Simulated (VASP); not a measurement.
# Ag (P6_3/mmc) in VASP: notebook

The runs below take Ag through single point, with r2SCAN.

All numbers are computed with VASP 6.6.1; they aren't measurements. Logs are shortened: lines on timing, memory, paths and dates and some standing lists are left out, and cuts for length are marked.

## (1) The cell of the first run

It takes space group P6_3/mmc (No. 194, hexagonal). Conventional cell: a = 3.164 Å, b = 3.164 Å, c = 4.598 Å, α = 90.00°, β = 90.00°, γ = 120.00°. Within 3.9 Å of Ag (site symmetry -6m2) lie 12 Ag at 2.94 to 3.16 Å.

This isn't the form of Ag at room conditions, which is fcc.

## (2) Single point, r2SCAN (strain +0.080 along x and y, -0.040 along z)

The input, POSCAR:

```
Ag
1.0
    3.1643979269      0.0000000000      0.0000000000
   -1.5821989634      2.7404489923      0.0000000000
    0.0000000000      0.0000000000      4.5984000000
Ag
2
Direct
    0.3333333333      0.6666666667      0.2500000000
    0.6666666667      0.3333333333      0.7500000000
```

The input, INCAR.step1:

```
PREC = Accurate
ENCUT = 520
ISMEAR = 0
SIGMA = 0.15
LREAL = F
LASPH = T
NELM = 60
NBANDS = 18
GGA = PE
ALGO = Normal
EDIFF = 1E-4
LWAVE = T
LCHARG = F
```

The input, INCAR.step2:

```
PREC = Accurate
ENCUT = 520
EDIFF = 1E-6
ISMEAR = 0
SIGMA = 0.15
LREAL = F
LASPH = T
NELM = 60
ALGO = Normal
ISIF = 2
LWAVE = F
LCHARG = F
METAGGA = R2SCAN
LMIXTAU = T
NBANDS = 18
ISTART = 1
```

The input, KPOINTS:

```
Automatic mesh
0
Gamma
  18 18 10
```

Potentials or basis: VASP PAW PBE potentials, release 64 (Ag).

Run with:

```bash
> cat potpaw_PBE.64/Ag/POTCAR > POTCAR
> cp INCAR.step1 INCAR
> mpirun -np 1 vasp_std > vasp.out
> cp INCAR.step2 INCAR
> mpirun -np 1 vasp_std > vasp.out
```

OUTCAR:

```text
PREC = Accurate
   ENCUT = 520
   EDIFF = 1E-6
   ISMEAR = 0
   LREAL = F
   LASPH = T
   NELM = 60
   ISIF = 2
   METAGGA = R2SCAN
   ISTART = 1

 ion  position               nearest neighbor table
   1  0.333  0.667  0.250-   2 2.94   2 2.94   2 2.94   2 2.94   2 2.94   2 2.94
   2  0.667  0.333  0.750-   1 2.94   1 2.94   1 2.94   1 2.94   1 2.94   1 2.94

  LATTYP: Found a hexagonal cell.
 ALAT       =     3.1643979269
 C/A-ratio  =     1.4531674291

  Lattice vectors:

 A1 = (   3.1643979269,   0.0000000000,   0.0000000000)
 A2 = (  -1.5821989634,   2.7404489923,   0.0000000000)
 A3 = (   0.0000000000,   0.0000000000,   4.5984000000)

Analysis of symmetry for initial positions (statically):
=====================================================================
 Subroutine PRICEL returns:
 Original cell was already a primitive cell.

 Routine SETGRP: Setting up the symmetry group for a
 hexagonal supercell.

 Subroutine GETGRP returns: Found 24 space group operations
 (whereof 12 operations were pure point group operations)
 out of a pool of 24 trial point group operations.

The static configuration has the point symmetry D_3d.
 The point group associated with its full space group is D_6h.

Analysis of symmetry for dynamics (positions and initial velocities):
=====================================================================
 Subroutine PRICEL returns:
 Original cell was already a primitive cell.

 Routine SETGRP: Setting up the symmetry group for a
 hexagonal supercell.

 Subroutine GETGRP returns: Found 24 space group operations
 (whereof 12 operations were pure point group operations)
 out of a pool of 24 trial point group operations.

The dynamic configuration has the point symmetry D_3d.
 The point group associated with its full space group is D_6h.

 Subroutine INISYM returns: Found 24 space group operations
 (whereof 12 operations are pure point group operations),
 and found     1 'primitive' translations

----------------------------------------------------------------------------------------

                                     Primitive cell

  volume of cell :      39.8767

  direct lattice vectors                    reciprocal lattice vectors
     3.164397927  0.000000000  0.000000000     0.316015881  0.182451854  0.000000000
    -1.582198963  2.740448992  0.000000000     0.000000000  0.364903708  0.000000000
     0.000000000  0.000000000  4.598400000     0.000000000  0.000000000  0.217466945

  length of vectors
     3.164397927  3.164397927  4.598400000     0.364903708  0.364903708  0.217466945

  position of ions in fractional coordinates (direct lattice)
     0.333333333  0.666666667  0.250000000
     0.666666667  0.333333333  0.750000000

  ion indices of the primitive-cell ions
   primitive index   ion index
                 1           1
                 2           2

----------------------------------------------------------------------------------------

 KPOINTS: Automatic mesh

Automatic generation of k-mesh.
 Grid dimensions read from file:
 generate k-points for:   18   18   10

 Generating k-lattice:

  Cartesian coordinates                     Fractional coordinates (reciprocal lattice)
     0.017556438  0.010136214  0.000000000     0.055555556  0.000000000  0.000000000
     0.000000000  0.020272428  0.000000000     0.000000000  0.055555556  0.000000000
     0.000000000  0.000000000  0.021746695     0.000000000  0.000000000  0.100000000

  Length of vectors
     0.020272428  0.020272428  0.021746695

  Shift w.r.t. Gamma in fractional coordinates (k-lattice)
     0.000000000  0.000000000  0.000000000

 Subroutine IBZKPT returns following result:
 ===========================================

 Found    222 irreducible k-points:

 Following reciprocal coordinates:
            Coordinates               Weight
  0.000000  0.000000  0.000000      1.000000
  0.055556  0.000000  0.000000      6.000000
  0.111111  0.000000  0.000000      6.000000
  0.166667  0.000000  0.000000      6.000000
  0.222222  0.000000  0.000000      6.000000
  0.277778  0.000000  0.000000      6.000000
[... 16 lines left out ...]
  0.333333  0.111111  0.000000     12.000000
  0.388889  0.111111  0.000000     12.000000
 [... further k-points ...]
   k-points           NKPTS =    222   k-points in BZ     NKDIM =    222   number of bands    NBANDS=     18
   number of dos      NEDOS =    301   number of ions     NIONS =      2
   total plane-waves  NPLWV =  20736
   dimension x,y,z NGX =    24 NGY =   24 NGZ =   36
   dimension x,y,z NGXF=    48 NGYF=   48 NGZF=   72
   ions per type =               2
   NGX,Y,Z   is equivalent  to a cutoff of  12.61, 12.61, 13.02 a.u.
   NGXF,Y,Z  is equivalent  to a cutoff of  25.22, 25.22, 26.03 a.u.
 SYSTEM =  unknown system
   PREC   = accura    normal or accurate (medium, high low for compatibility)
   ISTART =      1    job   : 0-new  1-cont  2-samecut
   ICHARG =      0    charge: 1-file 2-atom 10-const
[... 25 lines left out ...]
     AMIX     =   0.40;   BMIX     =  1.00
     AMIX_MAG =   1.60;   BMIX_MAG =  1.00
  volume/ion in A,a.u.               =      19.94       134.55
  Fermi-wavevector in a.u.,A,eV,Ry     =   1.342690  2.537317 24.528820  1.802817
  Thomas-Fermi vector in A             =   2.470824
   LORBIT       =      0    0 simple, 1 ext, 2 COOP (PROOUT), +10 PAW based schemes
   METAGGA = R2SCAN    functional components
   LHFCALC =     F    Hartree Fock is set to
   AEXX    =    0.0000 exact exchange contribution
   IVDW    =     0    specifies the selected vdW correction
   LEPSILON=     F    determine dielectric tensor
   LRPA    =     F    only Hartree local field effects (RPA)
 non-spin polarized calculation
 Gauss-broadening in eV      SIGMA  =   0.15
  energy-cutoff  :      520.00
  volume of cell :       39.88
 maximum number of plane-waves:      1089
 NGX is ok and might be reduce to    24
   NGX = 11   NGY = 11   NGZ = 17

 number of electron      21.9999993 magnetization

 Free energy of the ion-electron system (eV)
  ---------------------------------------------------
  ext. energy  EPLUGINS =         0.00000000
  ---------------------------------------------------
  free energy    TOTEN  =       -42.47696381 eV

  energy without entropy =      -42.46892131  energy(sigma->0) =      -42.47294256

 E-fermi :   6.5069     XC(G=0): -11.9045

 val. band max:        6.4840874868   @ k =   0.2222   0.1667   0.4000
 cond. band min:       6.5237852627   @ k =   0.4444   0.0556   0.3000
 fundamental gap:      0.0396977759
 Fermi energy:         6.5069315695

 k-point     1 :       0.0000    0.0000    0.0000
  band No.  band energies     occupation
      1      -0.3897      2.00000
      2       0.6382      2.00000
      3       1.8900      2.00000
      4       1.8900      2.00000
      5       2.0165      2.00000
      6       2.0165      2.00000
[... 10 lines left out ...]
     17      23.6089      0.00000
     18      24.1363      0.00000

 k-point     2 :       0.0556    0.0000    0.0000
  band No.  band energies     occupation
      1      -0.3194      2.00000
      2       0.6672      2.00000
      3       1.8411      2.00000
      4       1.9207      2.00000
      5       1.9949      2.00000
      6       1.9958      2.00000
[... 10 lines left out ...]
     17      23.8817      0.00000
     18      24.7543      0.00000

 k-point     3 :       0.1111    0.0000    0.0000
  band No.  band energies     occupation
      1      -0.1146      2.00000
      2       0.7451      2.00000
      3       1.7411      2.00000
      4       1.9256      2.00000
      5       1.9390      2.00000
      6       2.0102      2.00000
[... 10 lines left out ...]
     17      24.3614      0.00000
     18      24.9578      0.00000

 k-point     4 :       0.1667    0.0000    0.0000
  band No.  band energies     occupation
      1       0.2002      2.00000
      2       0.8419      2.00000
      3       1.6504      2.00000
      4       1.7993      2.00000
      5       1.8582      2.00000
      6       2.1417      2.00000
[... 375 lines left out ...]
      4       1.6298      2.00000
      5       1.8731      2.00000
      6       2.3313      2.00000
[... 10 lines left out ...]
     17      19.6214      0.00000
     18      21.8334      0.00000

 k-point    23 :       0.3333    0.1111    0.0000
  band No.  band energies     occupation
      1       0.8405      2.00000
      2       1.0148      2.00000
      3       1.0704      2.00000
      4       1.5845      2.00000
      5       2.0977      2.00000
      6       2.2801      2.00000
[... 10 lines left out ...]
     17      18.3939      0.00000
     18      21.4514      0.00000

 k-point    24 :       0.3889    0.1111    0.0000
  band No.  band energies     occupation
      1       0.7872      2.00000
      2       0.9260      2.00000
      3       1.0669      2.00000
      4       1.5562      2.00000
      5       2.2494      2.00000
      6       2.2511      2.00000
[... 10 lines left out ...]
     17      17.3410      0.00000
     18      21.2202      0.00000

 [... further k-points ...]

------------------------ aborting loop because EDIFF is reached ----------------------------------------

  FORCE on cell =-STRESS in cart. coord.  units (eV):
  Direction    XX          YY          ZZ          XY          YZ          ZX
  --------------------------------------------------------------------------------------
  -------------------------------------------------------------------------------------
  Total       -2.5431835     -2.5431835     -1.3637740     -0.0000000      0.0000000      0.0000000
  in kB     -102.1806652   -102.1806652    -54.7940552     -0.0000000      0.0000000      0.0000000
  external PRESSURE =     -86.3851285 kB  Pullay stress =       0.0000000 kB

 VOLUME and BASIS-vectors are now :
 -----------------------------------------------------------------------------
  energy-cutoff  :      520.00
  volume of cell :       39.88
      direct lattice vectors                 reciprocal lattice vectors
     3.164397927  0.000000000  0.000000000     0.316015881  0.182451854  0.000000000
    -1.582198963  2.740448992  0.000000000     0.000000000  0.364903708  0.000000000
     0.000000000  0.000000000  4.598400000     0.000000000  0.000000000  0.217466945

 POSITION                                       TOTAL-FORCE (eV/Angst)
 -----------------------------------------------------------------------------------
     -0.00000      1.82697      1.14960         0.000000      0.000000      0.000000
      1.58220      0.91348      3.44880        -0.000000     -0.000000      0.000000
 -----------------------------------------------------------------------------------
    total drift:                                0.000000     -0.000000      0.000000

  FREE ENERGIE OF THE ION-ELECTRON SYSTEM (eV)
  ---------------------------------------------------
  free  energy   TOTEN  =       -42.4769638148 eV

  energy  without entropy=      -42.4689213121  energy(sigma->0) =      -42.47294256
```

Wall time 3.7 min (1 thread of Intel Xeon Platinum 8488C (Sapphire Rapids), shared host); peak memory 0.26 GiB.

What came out:

```
Free energy            : -42.4770 eV
Pressure               : -8.6 GPa
Band gap on the k mesh : zero (bands 11 and 12 overlap by 6.93 eV)
```

Caveat: the cell differs from its parent crystal (strain +0.080 along x and y, -0.040 along z); the cell stands under tension; the PAW data sets were made with another functional, which shifts forces and pressure a little.

## (3) Single point, r2SCAN (strain +0.040 along x and y, +0.040 along z)

The input, POSCAR:

```
Ag
1.0
    3.0471980036      0.0000000000      0.0000000000
   -1.5235990018      2.6389508815      0.0000000000
    0.0000000000      0.0000000000      4.9816000000
Ag
2
Direct
    0.3333333333      0.6666666667      0.2500000000
    0.6666666667      0.3333333333      0.7500000000
```

INCAR.step1 is that of step 2.

INCAR.step2 is that of step 2.

KPOINTS is that of step 2.

Potentials or basis: VASP PAW PBE potentials, release 64 (Ag).

Run with:

```bash
> cat potpaw_PBE.64/Ag/POTCAR > POTCAR
> cp INCAR.step1 INCAR
> mpirun -np 1 vasp_std > vasp.out
> cp INCAR.step2 INCAR
> mpirun -np 1 vasp_std > vasp.out
```

It took 3.7 min on 1 thread of Intel Xeon Platinum 8488C (Sapphire Rapids), shared host; peak memory 0.26 GiB.

Results (log left out):

```yaml
Free_energy: -42.5175 eV
Pressure: -9.8 GPa
Band_gap_on_the_k_mesh: zero (bands 11 and 12 overlap by 7.43 eV)
```

Stress tensor (GPa, compression positive):
```
-9.88  0.00  0.00
 0.00 -9.88  0.00
 0.00  0.00 -9.73
```

Levels at points of the mesh, in eV from the Fermi level:
```csv
k point,band 9,band 10,band 11,band 12,band 13,band 14
"(0.00, 0.00, 0.00)",-4.13,-3.35,-3.35,0.06,2.82,15.70
"(0.50, 0.00, 0.00)",-3.21,-3.15,0.19,1.20,6.42,6.72
"(0.00, 0.00, 0.50)",-3.60,-3.60,-3.60,-3.60,10.28,10.28
"(0.50, 0.00, 0.50)",-3.19,-3.19,1.02,1.02,3.83,3.83
```

Caveat: the cell differs from its parent crystal (strain +0.040 along x and y, +0.040 along z); the cell stands under tension; the PAW data sets were made with another functional, which shifts forces and pressure a little.

## (4) Single point, r2SCAN (strain +0.080 along x and y, +0.000 along z)

The input, POSCAR:

```
Ag
1.0
    3.1643979269      0.0000000000      0.0000000000
   -1.5821989634      2.7404489923      0.0000000000
    0.0000000000      0.0000000000      4.7900000000
Ag
2
Direct
    0.3333333333      0.6666666667      0.2500000000
    0.6666666667      0.3333333333      0.7500000000
```

The input, INCAR.step1:

```
PREC = Accurate ; ENCUT = 520
ISMEAR = 0 ; SIGMA = 0.15
LREAL = False ; LASPH = True
NELM = 60 ; NBANDS = 18
GGA = PE ; ALGO = Normal
EDIFF = 1E-4 ; LWAVE = True
LCHARG = False
```

The input, INCAR.step2:

```
PREC = Accurate ; ENCUT = 520
EDIFF = 1E-6 ; ISMEAR = 0
SIGMA = 0.15 ; LREAL = False
LASPH = True ; NELM = 60
ALGO = Normal ; ISIF = 2
LWAVE = False ; LCHARG = True
METAGGA = R2SCAN ; LMIXTAU = True
LELF = True ; LVHAR = True
NBANDS = 18 ; ISTART = 1
```

The input, KPOINTS:

```
regular mesh
0
Gamma
  18 18 10
```

Run with:

```bash
> cat potpaw_PBE.64/Ag/POTCAR > POTCAR
> cp INCAR.step1 INCAR
> mpirun -np 1 vasp_std > vasp.out
> cp INCAR.step2 INCAR
> mpirun -np 1 vasp_std > vasp.out
```

Wall time 3.7 min (1 thread of Intel Xeon Platinum 8488C (Sapphire Rapids), shared host); peak memory 0.26 GiB.

It converged, with:

```
Free energy            : -42.4019 eV
Pressure               : -10.7 GPa
Band gap on the k mesh : zero (bands 11 and 12 overlap by 7.00 eV)
```

Stress tensor (GPa, compression positive):
```
-11.62   0.00   0.00
  0.00 -11.62   0.00
  0.00   0.00  -8.96
```

Levels at points of the mesh, in eV from the Fermi level:
```tsv
k point	band 9	band 10	band 11	band 12	band 13	band 14
(0.00, 0.00, 0.00)	-4.30	-3.36	-3.36	0.63	3.60	14.91
(0.50, 0.00, 0.00)	-3.28	-3.15	-0.07	0.73	6.78	6.84
(0.00, 0.00, 0.50)	-3.58	-3.58	-3.58	-3.58	11.58	11.58
(0.50, 0.00, 0.50)	-3.33	-3.33	0.93	0.93	3.48	3.48
```

Caveat: the cell differs from its parent crystal (strain +0.080 along x and y, +0.000 along z); the cell stands under tension; the PAW data sets were made with another functional, which shifts forces and pressure a little.

## (5) Single point, r2SCAN (strain -0.040 along x and y, +0.080 along z)

The input, POSCAR:

```
Ag
1.0
    2.8127981572      0.0000000000      0.0000000000
   -1.4063990786      2.4359546599      0.0000000000
    0.0000000000      0.0000000000      5.1732000000
Ag
2
Direct
    0.3333333333      0.6666666667      0.2500000000
    0.6666666667      0.3333333333      0.7500000000
```

The input, INCAR.step1:

```
  ALGO = Normal
  EDIFF = 1E-4
  ENCUT = 520
  GGA = PE
  ISMEAR = 0
  LASPH = T
  LCHARG = F
  LREAL = F
  LWAVE = T
  NBANDS = 18
  NELM = 100
  PREC = Accurate
  SIGMA = 0.15
```

The input, INCAR.step2:

```
  ALGO = Normal
  EDIFF = 1E-6
  ENCUT = 520
  ISIF = 2
  ISMEAR = 0
  ISTART = 1
  LASPH = T
  LCHARG = F
  LMIXTAU = T
  LREAL = F
  LWAVE = F
  METAGGA = R2SCAN
  NBANDS = 18
  NELM = 100
  PREC = Accurate
  SIGMA = 0.15
```

The input, KPOINTS:

```
k-points
0
Gamma
  18 18 10
```

Run with:

```bash
> cat potpaw_PBE.64/Ag/POTCAR > POTCAR
> cp INCAR.step1 INCAR
> mpirun -np 1 vasp_std > vasp.out
> cp INCAR.step2 INCAR
> mpirun -np 1 vasp_std > vasp.out
```

Wall time 5.5 min (1 thread of AMD EPYC 7R13 (Zen 3), shared host); peak memory 0.22 GiB.

Results (log left out):

```yaml
Free_energy: -42.6150 eV
Pressure: -0.3 GPa
Band_gap_on_the_k_mesh: zero (bands 11 and 12 overlap by 8.41 eV)
```

Stress tensor (GPa, compression positive):
```
 3.20  0.00  0.00
 0.00  3.20  0.00
 0.00  0.00 -7.36
```

Levels at points of the mesh, in eV from the Fermi level:
```tsv
k point	band 9	band 10	band 11	band 12	band 13	band 14
(0.00, 0.00, 0.00)	-4.05	-3.46	-3.46	-1.03	1.88	15.32
(0.50, 0.00, 0.00)	-3.04	-2.98	0.44	1.94	6.39	6.78
(0.00, 0.00, 0.50)	-3.70	-3.70	-3.70	-3.70	8.71	8.71
(0.50, 0.00, 0.50)	-3.01	-3.01	1.01	1.01	4.84	4.84
```

Caveat: the cell differs from its parent crystal (strain -0.040 along x and y, +0.080 along z); the PAW data sets were made with another functional, which shifts forces and pressure a little.

## (6) Single point, r2SCAN (strain +0.040 along x and y, -0.080 along z)

The input, POSCAR:

```
Ag
1.0
    3.0471980036      0.0000000000      0.0000000000
   -1.5235990018      2.6389508815      0.0000000000
    0.0000000000      0.0000000000      4.4068000000
Ag
2
Direct
    0.3333333333      0.6666666667      0.2500000000
    0.6666666667      0.3333333333      0.7500000000
```

The input, INCAR.step1:

```
SYSTEM = Ag
ALGO = Normal
EDIFF = 1E-4
ENCUT = 520
GGA = PE
ISMEAR = 0
LASPH = .True.
LCHARG = .False.
LREAL = .False.
LWAVE = .True.
NBANDS = 18
NELM = 80
PREC = Accurate
SIGMA = 0.15
```

The input, INCAR.step2:

```
SYSTEM = Ag
ALGO = Normal
EDIFF = 1E-7
ENCUT = 520
ISIF = 2
ISMEAR = 0
ISTART = 1
LASPH = .True.
LCHARG = .True.
LELF = .True.
LMIXTAU = .True.
LREAL = .False.
LVHAR = .True.
LWAVE = .False.
METAGGA = R2SCAN
NBANDS = 18
NELM = 80
PREC = Accurate
SIGMA = 0.15
```

The input, KPOINTS:

```
k-points
0
Gamma
  18 18 10
  0 0 0
```

Potentials or basis: VASP PAW PBE potentials, release 64 (Ag).

Run with:

```bash
> cat potpaw_PBE.64/Ag/POTCAR > POTCAR
> cp INCAR.step1 INCAR
> mpirun -np 1 vasp_std > vasp.out
> cp INCAR.step2 INCAR
> mpirun -np 1 vasp_std > vasp.out
```

It took 6.7 min on 1 thread of AMD EPYC 7R13 (Zen 3), shared host; peak memory 0.22 GiB.

The run converged. Its results:

```yaml
Free_energy: -42.6110 eV
Pressure: -0.4 GPa
Band_gap_on_the_k_mesh: zero (bands 11 and 12 overlap by 7.25 eV)
```

Stress tensor (GPa, compression positive):
```
-3.44  0.00  0.00
 0.00 -3.44  0.00
 0.00  0.00  5.81
```

Levels at points of the mesh, in eV from the Fermi level:
```tsv
k point	band 8	band 9	band 10	band 11	band 12	band 13	band 14	band 15
(0.00, 0.00, 0.00)	-4.66	-4.57	-3.41	-3.41	0.76	5.18	15.17	16.52
(0.50, 0.00, 0.00)	-3.64	-3.38	-3.05	-0.32	0.85	7.87	7.88	9.44
(0.00, 0.00, 0.50)	-4.39	-3.68	-3.68	-3.68	-3.68	13.92	13.92	15.66
(0.50, 0.00, 0.50)	-3.52	-3.45	-3.45	0.71	0.71	4.26	4.26	12.97
```

Caveat: the cell differs from its parent crystal (strain +0.040 along x and y, -0.080 along z); the PAW data sets were made with another functional, which shifts forces and pressure a little.

## (7) The runs side by side

```csv
cell,gap on the mesh (eV),pressure (GPa)
"a = 3.164, b = 3.164, c = 4.598 Å, angles 90.0, 90.0, 120.0°, 2 atoms",none,-8.6
"a = 3.047, b = 3.047, c = 4.982 Å, angles 90.0, 90.0, 120.0°, 2 atoms",none,-9.8
"a = 3.164, b = 3.164, c = 4.790 Å, angles 90.0, 90.0, 120.0°, 2 atoms",none,-10.7
"a = 2.813, b = 2.813, c = 5.173 Å, angles 90.0, 90.0, 120.0°, 2 atoms",none,-0.3
"a = 3.047, b = 3.047, c = 4.407 Å, angles 90.0, 90.0, 120.0°, 2 atoms",none,-0.4
```

Alike in all rows: task single point; level r2SCAN; potentials or basis VASP PAW PBE potentials, release 64 (Ag); no spin polarisation; k mesh 18 × 18 × 10; cutoff (eV) 520; smearing gaussian 0.15 eV.

Caveats: the PAW data sets were made with another functional, which shifts forces and pressure a little; the cell stands under tension (at least some runs).

Absolute energies hang on the potentials; compare differences alone.
